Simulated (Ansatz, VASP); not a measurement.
# Two plane-wave programs on Ti

INCAR

```
PREC = Accurate
ENCUT = 520
EDIFF = 1E-6
ISMEAR = 0
SIGMA = 0.15
LREAL = False
LASPH = True
NELM = 80
ALGO = Fast
ISIF = 2
LWAVE = False
LCHARG = False
GGA = PS
NBANDS = 12
```

The input KPOINTS:

```
Automatic mesh
0
Gamma
  26 26 26
```

POSCAR

```
Ti
1.0
    0.0000000000      2.1293172091      1.9772231227
    2.1293172091      0.0000000000      1.9772231227
    2.1293172091      2.1293172091      0.0000000000
Ti
1
Direct
    0.0000000000      0.0000000000      0.0000000000
```

Input for Ansatz:

```yaml
crystal:
  lattice:
    - [0.0, 2.1293172091, 1.9772231227]
    - [2.1293172091, 0.0, 1.9772231227]
    - [2.1293172091, 2.1293172091, 0.0]
  atoms:
    - { symbol: Ti, position: [0.0, 0.0, 0.0] }
basis:
  ecutwfc: 420
kpoints:
  mp_grid: { grid: [26, 26, 26] }
hamiltonian:
  xc: pbesol
scf:
  occupations: { method: gaussian, width: 0.15 }
output:
  forces: true
  stress: true
  eigenvalues: true
  write_density: true
  write_potential: true
  elf: true
  volumetric_format: npy
```

Change from the starting cell: strain +0.050 along x and y, -0.025 along z, atoms carried along.

Alike in both runs: task single point; functional PBEsol; k mesh 26 × 26 × 26; occupations gaussian, width 0.15 eV; no spin polarisation.

|  | VASP | Ansatz |
| --- | --- | --- |
| version | VASP 6.6.1 | Ansatz 0.2.0 |
| potentials or method | VASP PAW PBE potentials, release 64 (Ti_sv), cutoff 520 eV | scalar-relativistic, plane waves, PAW |
| valence electrons in the cell | 12 | 12 |

Ansatz gave:

```
gap on the k mesh at the Fermi level (eV)                     : none
pressure (GPa)                                                : -7.3
traceless stress, the component that is largest in VASP (GPa) : 1.51
```

What did VASP give for the same quantities?

gap on the k mesh at the Fermi level (eV): none; pressure (GPa): -7.5; traceless stress, the component that is largest in VASP (GPa): 1.51.

VASP's potentials were made for PBE, not for PBEsol. A gap of «none» marks a metal or a gap that the smearing closes.
